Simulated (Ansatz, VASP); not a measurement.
**One calculation of LiF, two programs**

```
Li F
1.0
     0.00000    1.95370    1.95370
     1.95370    0.00000    1.95370
     1.95370    1.95370    0.00000
Li F
1 1
Cartesian
  0.0000 0.0000 0.0000
  1.9537 1.9537 1.9537
```

Alike in both runs: functional LDA; k mesh 10 × 10 × 10; occupations gaussian, width 0.02 eV; no spin polarisation.

Ansatz relaxed the structure, and its values are those at the end. VASP's run is a single point on that final structure, the one shown.

|  | VASP | Ansatz |
| --- | --- | --- |
| version | VASP 6.6.1 | Ansatz 0.2.0 |
| potentials or method | VASP PAW LDA potentials, release 64 (Li_sv, F), cutoff 750 eV | scalar-relativistic, plane waves, PAW |
| valence electrons in the cell | 10 | 10 |

Ansatz gave:

- gap on the k mesh at the Fermi level (eV): 9.71
- least direct gap on the mesh (eV): 9.71
- pressure (GPa): 0.0

Question: Which values does VASP return?

Answer: gap on the k mesh at the Fermi level (eV): 9.69; least direct gap on the mesh (eV): 9.69; pressure (GPa): -0.4.

Ansatz warns that its potentials were made for another functional, while VASP's fit it. LDA's correlation is that of Perdew and Zunger in VASP and of Perdew and Wang (1992) in Ansatz.
